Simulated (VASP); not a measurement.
# MoS2 (P6_3/mmc) in VASP: notebook

MoS2 is run at these levels: PBE; tasks: single point.

Program: VASP 6.6.1. These are calculated values, not measurements. Logs are shortened: lines on timing, memory, paths and dates and some standing lists are left out, and cuts for length are marked.

## Step 1: The cell of the first run

The structure is hexagonal, space group P6_3/mmc (No. 194). The conventional cell has a = 3.161 Å, b = 3.161 Å, c = 12.049 Å, α = 90.00°, β = 90.00°, γ = 120.00°. Within 3.2 Å of Mo (site symmetry -6m2) lie 6 S at 2.35 Å and 6 Mo at 3.16 Å. Within 3.2 Å of S (site symmetry 3m) lie 3 Mo at 2.35 Å and 7 S at 2.95 to 3.16 Å.

## Step 2: Single point, PBE (zz strain of -2 %)

The input, INCAR:

```
ALGO = Normal
EDIFF = 1E-6
ENCUT = 520
GGA = PE
ISIF = 2
ISMEAR = -1
LASPH = True
LCHARG = False
LREAL = False
LWAVE = False
NBANDS = 35
NELM = 60
PREC = Accurate
SIGMA = 0.03
```

The input, KPOINTS:

```
k-points
0
Gamma
  10 10 3
```

The input, POSCAR:

```
MoS2
1.0
    3.1610016016      0.0000000000      0.0000000000
   -1.5805008008      2.7375076884      0.0000000000
    0.0000000000      0.0000000000     12.0491000000
Mo S
2 4
Direct
    0.3333333333      0.6666666667      0.2500000000
    0.6666666667      0.3333333333      0.7500000000
    0.3333333333      0.6666666667      0.6275000000
    0.6666666667      0.3333333333      0.1275000000
    0.3333333333      0.6666666667      0.8725000000
    0.6666666667      0.3333333333      0.3725000000
```

Potentials or basis: VASP PAW PBE potentials, release 64 (Mo_sv, S).

Launch:

```
$ cat potpaw_PBE.64/Mo_sv/POTCAR potpaw_PBE.64/S/POTCAR > POTCAR
$ mpirun -np 1 vasp_std > vasp.out
```

OUTCAR:

```text
EDIFF = 1E-6
   ENCUT = 520
   GGA = PE
   ISIF = 2
   ISMEAR = -1
   LASPH = True
   LREAL = False
   NELM = 60
   PREC = Accurate

 ion  position               nearest neighbor table
   1  0.333  0.667  0.250-   4 2.35   6 2.35   4 2.35   6 2.35   4 2.35   6 2.35
   2  0.667  0.333  0.750-   3 2.35   5 2.35   3 2.35   5 2.35   3 2.35   5 2.35
   3  0.333  0.667  0.627-   2 2.35   2 2.35   2 2.35
   4  0.667  0.333  0.127-   1 2.35   1 2.35   1 2.35
   5  0.333  0.667  0.873-   2 2.35   2 2.35   2 2.35
   6  0.667  0.333  0.373-   1 2.35   1 2.35   1 2.35

  LATTYP: Found a hexagonal cell.
 ALAT       =     3.1610016016
 C/A-ratio  =     3.8117981319

  Lattice vectors:

 A1 = (   3.1610016016,   0.0000000000,   0.0000000000)
 A2 = (  -1.5805008008,   2.7375076884,   0.0000000000)
 A3 = (   0.0000000000,   0.0000000000,  12.0491000000)

Analysis of symmetry for initial positions (statically):
=====================================================================
 Subroutine PRICEL returns:
 Original cell was already a primitive cell.

 Routine SETGRP: Setting up the symmetry group for a
 hexagonal supercell.

 Subroutine GETGRP returns: Found 24 space group operations
 (whereof 12 operations were pure point group operations)
 out of a pool of 24 trial point group operations.

The static configuration has the point symmetry D_3d.
 The point group associated with its full space group is D_6h.

Analysis of symmetry for dynamics (positions and initial velocities):
=====================================================================
 Subroutine PRICEL returns:
 Original cell was already a primitive cell.

 Routine SETGRP: Setting up the symmetry group for a
 hexagonal supercell.

 Subroutine GETGRP returns: Found 24 space group operations
 (whereof 12 operations were pure point group operations)
 out of a pool of 24 trial point group operations.

The dynamic configuration has the point symmetry D_3d.
 The point group associated with its full space group is D_6h.

 Subroutine INISYM returns: Found 24 space group operations
 (whereof 12 operations are pure point group operations),
 and found     1 'primitive' translations

----------------------------------------------------------------------------------------

                                     Primitive cell

  volume of cell :     104.2641

  direct lattice vectors                    reciprocal lattice vectors
     3.161001602  0.000000000  0.000000000     0.316355423  0.182647889  0.000000000
    -1.580500801  2.737507688  0.000000000     0.000000000  0.365295778  0.000000000
     0.000000000  0.000000000 12.049100000     0.000000000  0.000000000  0.082993751

  length of vectors
     3.161001602  3.161001602 12.049100000     0.365295778  0.365295778  0.082993751

  position of ions in fractional coordinates (direct lattice)
     0.333333333  0.666666667  0.250000000
     0.666666667  0.333333333  0.750000000
     0.333333333  0.666666667  0.627500000
     0.666666667  0.333333333  0.127500000
     0.333333333  0.666666667  0.872500000
     0.666666667  0.333333333  0.372500000

  ion indices of the primitive-cell ions
   primitive index   ion index
                 1           1
                 2           2
                 3           3
                 4           4
                 5           5
                 6           6

----------------------------------------------------------------------------------------

 KPOINTS: k-points

Automatic generation of k-mesh.
 Grid dimensions read from file:
 generate k-points for:   10   10    3

 Generating k-lattice:

  Cartesian coordinates                     Fractional coordinates (reciprocal lattice)
     0.031635542  0.018264789  0.000000000     0.100000000 -0.000000000  0.000000000
     0.000000000  0.036529578  0.000000000     0.000000000  0.100000000  0.000000000
     0.000000000  0.000000000  0.027664584     0.000000000  0.000000000  0.333333333

  Length of vectors
     0.036529578  0.036529578  0.027664584

  Shift w.r.t. Gamma in fractional coordinates (k-lattice)
     0.000000000  0.000000000  0.000000000

 Subroutine IBZKPT returns following result:
 ===========================================

 Found     28 irreducible k-points:

 Following reciprocal coordinates:
            Coordinates               Weight
  0.000000  0.000000  0.000000      1.000000
  0.100000  0.000000  0.000000      6.000000
  0.200000  0.000000  0.000000      6.000000
  0.300000  0.000000  0.000000      6.000000
  0.400000 -0.000000  0.000000      6.000000
  0.500000  0.000000  0.000000      3.000000
[... 16 lines left out ...]
  0.300000  0.100000  0.333333     24.000000
  0.400000  0.100000  0.333333     24.000000
 [... further k-points ...]
   k-points           NKPTS =     28   k-points in BZ     NKDIM =     28   number of bands    NBANDS=     35
   number of dos      NEDOS =    301   number of ions     NIONS =      6
   total plane-waves  NPLWV =  51840
   dimension x,y,z NGX =    24 NGY =   24 NGZ =   90
   dimension x,y,z NGXF=    48 NGYF=   48 NGZF=  180
   ions per type =               2   4
   NGX,Y,Z   is equivalent  to a cutoff of  12.62, 12.62, 12.42 a.u.
   NGXF,Y,Z  is equivalent  to a cutoff of  25.24, 25.24, 24.84 a.u.
 SYSTEM =  unknown system
   PREC   = accura    normal or accurate (medium, high low for compatibility)
   ISTART =      0    job   : 0-new  1-cont  2-samecut
   ICHARG =      2    charge: 1-file 2-atom 10-const
   ISPIN  =      1    spin polarized calculation?
   LNONCOLLINEAR =      F non collinear calculations
   LSORBIT =      F    spin-orbit coupling
   LASPH  =      T    aspherical Exc in radial PAW
   ENCUT  =  520.0 eV  38.22 Ry    6.18 a.u.   5.88  5.88 22.40*2*pi/ulx,y,z
   NELM   =     60;   NELMIN=  2; NELMDL= -5     # of ELM steps
   EDIFF  = 0.1E-05   stopping-criterion for ELM
   LREAL  =      F    real-space projection
   EDIFFG = 0.1E-04   stopping-criterion for IOM
   NSW    =      0    number of steps for IOM
   IBRION =     -1    ionic relax: 0-MD 1-quasi-New 2-CG
   NFREE  =      0    steps in history (QN), initial steepest desc. (CG)
   ISIF   =      2    stress and relaxation
   ISYM   =      2    0-nonsym 1-usesym 2-fastsym
   POTIM  = 0.5000    time-step for ionic-motion
   TEBEG  =    0.0;   TEEND  =   0.0 temperature during run
   PSTRESS=    0.0 pullay stress
   NELECT =      52.0000    total number of electrons
   NUPDOWN=      -1.0000    fix difference up-down
   EMIN   =  10.00;   EMAX   =-10.00  energy-range for DOS
   EFERMI =   0.00;   METHOD = LEGACY
   ISMEAR =    -1;   SIGMA  =   0.03  broadening in eV -4-tet -1-fermi 0-gaus
   EFERMI_NEDOS =   21; number of points for ismear=-14 and -15
   IALGO  =     38    algorithm
   IMIX   =      4    mixing-type and parameters
     AMIX     =   0.40;   BMIX     =  1.00
     AMIX_MAG =   1.60;   BMIX_MAG =  1.00
  volume/ion in A,a.u.               =      17.38       117.27
  Fermi-wavevector in a.u.,A,eV,Ry     =   1.298268  2.453371 22.932621  1.685500
  Thomas-Fermi vector in A             =   2.429607
   LORBIT       =      0    0 simple, 1 ext, 2 COOP (PROOUT), +10 PAW based schemes
   GGA     = PE    functional components
   LHFCALC =     F    Hartree Fock is set to
   AEXX    =    0.0000 exact exchange contribution
   IVDW    =     0    specifies the selected vdW correction
   LEPSILON=     F    determine dielectric tensor
   LRPA    =     F    only Hartree local field effects (RPA)
 non-spin polarized calculation
  energy-cutoff  :      520.00
  volume of cell :      104.26
 maximum number of plane-waves:      2824
 NGX is ok and might be reduce to    24
   NGX = 11   NGY = 11   NGZ = 45

 number of electron      51.9999999 magnetization

 Free energy of the ion-electron system (eV)
  ---------------------------------------------------
  ext. energy  EPLUGINS =         0.00000000
  ---------------------------------------------------
  free energy    TOTEN  =       -43.25006521 eV

  energy without entropy =      -43.25006448  energy(sigma->0) =      -43.25006485

 E-fermi :   8.4276     XC(G=0): -10.8865

 val. band max:        8.1636639519   @ k =   0.0000   0.0000   0.0000
 cond. band min:       8.7841884314   @ k =   0.3000   0.3000   0.0000
 fundamental gap:      0.6205244794
 Fermi energy:         8.4275593315

 k-point     1 :       0.0000    0.0000    0.0000
  band No.  band energies     occupation
      1     -53.6439      2.00000
      2     -53.6439      2.00000
      3     -27.8273      2.00000
      4     -27.8272      2.00000
      5     -27.6220      2.00000
      6     -27.6220      2.00000
[... 27 lines left out ...]
     34      10.5734      0.00000
     35      13.2970      0.00000

 k-point     2 :       0.1000    0.0000    0.0000
  band No.  band energies     occupation
      1     -53.6398      2.00000
      2     -53.6398      2.00000
      3     -27.8189      2.00000
      4     -27.8188      2.00000
      5     -27.6640      2.00000
      6     -27.6640      2.00000
[... 27 lines left out ...]
     34      10.3977      0.00000
     35      13.9847      0.00000

 k-point     3 :       0.2000    0.0000    0.0000
  band No.  band energies     occupation
      1     -53.6290      2.00000
      2     -53.6290      2.00000
      3     -27.7969      2.00000
      4     -27.7968      2.00000
      5     -27.7724      2.00000
      6     -27.7724      2.00000
[... 27 lines left out ...]
     34      10.9880      0.00000
     35      15.3480      0.00000
[... 723 lines left out ...]
 k-point    23 :       0.3000    0.1000    0.3333
  band No.  band energies     occupation
      1     -53.6082      2.00000
      2     -53.6082      2.00000
      3     -27.9589      2.00000
      4     -27.9589      2.00000
      5     -27.7540      2.00000
      6     -27.7540      2.00000
[... 27 lines left out ...]
     34      12.0113      0.00000
     35      14.8351      0.00000

 k-point    24 :       0.4000    0.1000    0.3333
  band No.  band energies     occupation
      1     -53.6007      2.00000
      2     -53.6007      2.00000
      3     -28.0260      2.00000
      4     -28.0260      2.00000
      5     -27.7421      2.00000
      6     -27.7421      2.00000
[... 27 lines left out ...]
     34      11.9146      0.00000
     35      13.8483      0.00000

 [... further k-points ...]
[... 5 lines left out ...]
  --------------------------------------------------------------------------------------
  -------------------------------------------------------------------------------------
  Total        5.9065806      5.9065806     12.8263231      0.0000000     -0.0000000      0.0000000
  in kB       90.7636696     90.7636696    197.0961246      0.0000000     -0.0000000      0.0000000
  external PRESSURE =     126.2078213 kB  Pullay stress =       0.0000000 kB

 VOLUME and BASIS-vectors are now :
 -----------------------------------------------------------------------------
  energy-cutoff  :      520.00
  volume of cell :      104.26
      direct lattice vectors                 reciprocal lattice vectors
     3.161001602  0.000000000  0.000000000     0.316355423  0.182647889  0.000000000
    -1.580500801  2.737507688  0.000000000     0.000000000  0.365295778  0.000000000
     0.000000000  0.000000000 12.049100000     0.000000000  0.000000000  0.082993751

 POSITION                                       TOTAL-FORCE (eV/Angst)
 -----------------------------------------------------------------------------------
     -0.00000      1.82501      3.01227         0.000000     -0.000000      0.000000
      1.58050      0.91250      9.03683        -0.000000      0.000000      0.000000
     -0.00000      1.82501      7.56081         0.000000     -0.000000     -1.856597
      1.58050      0.91250      1.53626        -0.000000      0.000000     -1.856597
     -0.00000      1.82501     10.51284         0.000000     -0.000000      1.856597
      1.58050      0.91250      4.48829         0.000000      0.000000      1.856597
 -----------------------------------------------------------------------------------
    total drift:                               -0.000000      0.000000     -0.000000

  FREE ENERGIE OF THE ION-ELECTRON SYSTEM (eV)
  ---------------------------------------------------
  free  energy   TOTEN  =       -43.2500652083 eV

  energy  without entropy=      -43.2500644828  energy(sigma->0) =      -43.25006485
```

It took 91 s on 1 thread of Intel Xeon 8259CL, shared host; peak memory 0.26 GiB.

What came out:

```
Free energy            : -43.2501 eV
Pressure               : 12.6 GPa
Largest force          : 1.857 eV/Å
Band gap on the k mesh : 0.62 eV (least direct gap 1.83 eV)
```

Forces in eV/Å, atoms in the order of the input:
```
Mo   0.000  0.000  0.000
Mo   0.000  0.000  0.000
S    0.000  0.000 -1.857
S    0.000  0.000 -1.857
S    0.000  0.000  1.857
S    0.000  0.000  1.857
```

Caveat: the cell differs from its parent crystal (zz strain of -2 %); the stress differs along the axes, from 9 to 20 GPa; semilocal functionals underestimate gaps, and a narrow one can read as zero; this functional lacks dispersion, which binds layers or chains, so the pressure and a relaxed spacing across them are unreliable; forces of over 1 eV/Å act on the atoms, so gaps and moduli don't describe the material at rest. A k mesh can miss the band edges.

## Step 3: Single point, PBE (zz strain of +1 %)

The input, INCAR:

```
SYSTEM = MoS2
  PREC = Accurate
  ENCUT = 520
  EDIFF = 1E-7
  ISMEAR = -1
  SIGMA = 0.03
  LREAL = .False.
  LASPH = .True.
  NELM = 60
  ALGO = Normal
  ISIF = 2
  LWAVE = .False.
  LCHARG = .False.
  GGA = PE
  NBANDS = 35
```

The input, KPOINTS:

```
regular mesh
0
Gamma
  10 10 3
  0 0 0
```

POSCAR, as its differences from that of step 2:

```diff
@@ -4,3 +4,3 @@
    -1.5805008008      2.7375076884      0.0000000000
-    0.0000000000      0.0000000000     12.0491000000
+    0.0000000000      0.0000000000     12.4179500000
 Mo S
```

Potentials or basis: VASP PAW PBE potentials, release 64 (Mo_sv, S).

Launch:

```
$ cat potpaw_PBE.64/Mo_sv/POTCAR potpaw_PBE.64/S/POTCAR > POTCAR
$ mpirun -np 1 vasp_std > vasp.out
```

It took 1.7 min on 1 thread of Intel Xeon 8259CL, shared host; peak memory 0.26 GiB.

The run converged. Its results:

| Property | Result |
| --- | --- |
| Free energy | -43.5454 eV |
| Pressure | 6.9 GPa |
| Largest force | 0.884 eV/Å |
| Band gap on the k mesh | 1.00 eV (least direct gap 1.89 eV) |

Forces in eV/Å, atoms in the order of the input:
```
Mo   0.000  0.000  0.000
Mo   0.000  0.000  0.000
S    0.000  0.000 -0.884
S    0.000  0.000 -0.884
S    0.000  0.000  0.884
S    0.000  0.000  0.884
```

Stress tensor (GPa, compression positive):
```
 5.37  0.00  0.00
 0.00  5.37  0.00
 0.00  0.00 10.02
```

Levels at points of the mesh, in eV from the valence-band top:
| k point | band 24 | band 25 | band 26 | band 27 | band 28 | band 29 |
| --- | --- | --- | --- | --- | --- | --- |
| (0.00, 0.00, 0.00) | -1.33 | -1.09 | 0.00 | 2.07 | 2.07 | 2.09 |
| (0.50, 0.00, 0.00) | -1.76 | -1.48 | -1.36 | 1.51 | 1.55 | 1.99 |

Caveat: the cell differs from its parent crystal (zz strain of +1 %); the cell stands under pressure; this functional lacks dispersion, which binds layers or chains, so the pressure and a relaxed spacing across them are unreliable.

(Continued in part 2 of 2.)
